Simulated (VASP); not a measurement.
A run of VASP 6.6.1 is set up as follows.

File INCAR:

```
PREC = Accurate
ENCUT = 500
EDIFF = 1E-7
ISMEAR = 0
SIGMA = 0.1
LREAL = False
LASPH = True
NELM = 200
ALGO = Normal
ISIF = 3
LWAVE = False
LCHARG = False
GGA = PE
IBRION = 2
NSW = 100
EDIFFG = -0.01
GGA_COMPAT = False
NELMIN = 4
LMAXMIX = 6
```

File KPOINTS:

```
regular mesh
0
Gamma
  10 10 10
```

Contents of POSCAR:

```
Dy3Hf
1.0
    0.0000000000      3.8418271789      3.8418271789
    3.8418271789      0.0000000000      3.8418271789
    3.8418271789      3.8418271789      0.0000000000
Dy Hf
3 1
Direct
    0.2500000000      0.2500000000      0.2500000000
    0.7500000000      0.7500000000      0.7500000000
    0.5000000000      0.5000000000      0.5000000000
    0.0000000000      0.0000000000      0.0000000000
```

Potentials or basis: VASP PAW PBE potentials, release 64 (Dy_3, Hf_pv), 4f in core.

The run is started by

```console
$ cat potpaw_PBE.64/Dy_3/POTCAR potpaw_PBE.64/Hf_pv/POTCAR > POTCAR
$ mpirun -np 1 vasp_std > vasp.out
```

Task: Estimate the band gap on the k mesh.

Result: Zero (an odd number of electrons rules out a gap without spin polarisation).

Task: What does it give for the relaxed cell?

Result: a = 5.448 Å, b = 5.448 Å, c = 5.448 Å, α = 60.00°, β = 60.00°, γ = 60.00°.

Step by step:
```
step  energy change (eV)  largest force (eV/Å)  pressure (GPa)  volume (Å³)
   1              0.0000                0.0000            0.42       113.41
   2             -0.0011                0.0000           -0.11       114.62
   3             -0.0012                0.0000            0.00       114.36
```

Caveat: spin-orbit coupling is left out, which moves the levels of the heavy elements; the 4f electrons are frozen in the core, so they carry no moment and show no levels. Spin polarisation is off, so any magnetic state and its effect on volume and gap are missing.
